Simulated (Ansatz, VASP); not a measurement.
# GaTe3W: VASP beside Ansatz

The input INCAR:

```
SYSTEM = GaTe3W
  ALGO = Normal
  EDIFF = 1E-7
  EDIFFG = -0.01
  ENCUT = 600
  GGA = PE
  IBRION = 2
  ISIF = 3
  ISMEAR = 0
  LASPH = .TRUE.
  LCHARG = .FALSE.
  LREAL = .FALSE.
  LWAVE = .FALSE.
  NELM = 60
  NSW = 100
  PREC = Accurate
  SIGMA = 0.1
```

Contents of KPOINTS:

```
k-points
0
G
  10 10 4
  0 0 0
```

POSCAR

```
GaTe3W
1.0
    3.8097877785      0.0000000000      0.0000000000
    0.0000000000      3.8097877785      0.0000000000
    0.0000000000      0.0000000000      8.9060672110
Ga Te W
1 3 1
Direct
    0.5000000000      0.5000000000      0.0000000000
    0.0000000000      0.0000000000      0.2911830175
    0.0000000000      0.0000000000      0.7088169825
    0.5000000000      0.5000000000      0.5000000000
    0.0000000000      0.0000000000      0.0000000000
```

Input for Ansatz:

```yaml
crystal:
  lattice:
    - [3.8097877785, 0.0, 0.0]
    - [0.0, 3.8097877785, 0.0]
    - [0.0, 0.0, 8.906067211]
  atoms:
    - { symbol: Ga, position: [0.5, 0.5, 0.0] }
    - { symbol: Te, position: [0.0, 0.0, 0.2911830175] }
    - { symbol: Te, position: [0.0, 0.0, 0.7088169825] }
    - { symbol: Te, position: [0.5, 0.5, 0.5] }
    - { symbol: W, position: [0.0, 0.0, 0.0] }
basis:
  ecutwfc: 420
kpoints:
  mp_grid: { grid: [10, 10, 4] }
hamiltonian:
  xc: pbe
scf:
  occupations: { method: gaussian, width: 0.1 }
output:
  forces: true
  stress: true
  eigenvalues: true
relax:
  adjacent_minimum: "off"
  f_tol: 0.01
  max_steps: 80
  cell: { stress_tol: 0.05 }
```

Alike in both runs: task relaxation of cell and atoms; functional PBE; k mesh 10 × 10 × 4; occupations gaussian, width 0.1 eV; no spin polarisation.

|  | VASP | Ansatz |
| --- | --- | --- |
| version | VASP 6.6.1 | Ansatz 0.2.0 |
| potentials or method | VASP PAW PBE potentials, release 64 (Ga_d, Te, W_sv), cutoff 600 eV | scalar-relativistic, plane waves, PAW |
| valence electrons in the cell | 45 | 75 |

```tsv
	VASP	Ansatz	Ansatz less VASP
gap on the k mesh at the Fermi level, each at its own relaxed structure (eV)	none	none	-
relaxed volume (Å³/atom)	25.52	25.52	-0.001
relaxed length of the cell vector where the two differ most in proportion (Å)	9.043	9.053	+0.0096
```

A gap of «none» marks a metal or a gap that the smearing closes. VASP's potentials hold 45 valence electrons a cell and Ansatz's 75, so a difference there can come from the potentials and not from the codes.

Spin-orbit coupling is off throughout.
